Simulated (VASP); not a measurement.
AlN, 4 atoms in the cell. Symmetry: P6_3mc, No. 186, hexagonal system. The conventional cell has a = 3.006 Å, b = 3.006 Å, c = 4.788 Å, α = 90.00°, β = 90.00°, γ = 120.00°. Within 2.4 Å of Al (site symmetry 3m) lie 4 N at 1.82 to 1.84 Å. Within 2.4 Å of N (site symmetry 3m) lie 4 Al at 1.82 to 1.84 Å.  This cell differs from its parent crystal: volume scaled by 0.880.

```yaml
Program: VASP 6.6.1
Task: relaxation of shape and atoms at fixed volume
Functional: PBE
Potentials_or_basis: VASP PAW PBE potentials, release 64 (Al, N)
Cutoff: 600 eV
k_mesh: 10 × 10 × 6
Occupations: gaussian, width 0.05 eV
Spin: no spin polarisation
Dipole_correction: no
Further_INCAR_settings: ALGO = Normal; EDIFF = 1e-07; IBRION = 2; EDIFFG = -0.01; NSW = 60; ISIF = 4
```

Potentials or basis: VASP PAW PBE potentials, release 64 (Al, N).

Launch:

```console
$ cat potpaw_PBE.64/Al/POTCAR potpaw_PBE.64/N/POTCAR > POTCAR
$ mpirun -np 1 vasp_std > vasp.out
```

Hardware: 1 thread of Intel(R) Xeon(R) Platinum 8375C CPU @ 2.90GHz (Ice Lake), with other jobs on the host.

Estimate the wall time of this run.

Run time: 49 s on 1 thread of Intel(R) Xeon(R) Platinum 8375C CPU @ 2.90GHz (Ice Lake), on a shared host, peak memory 0.16 GiB. Counts: scf iterations 33, k points 56, ion steps 5.
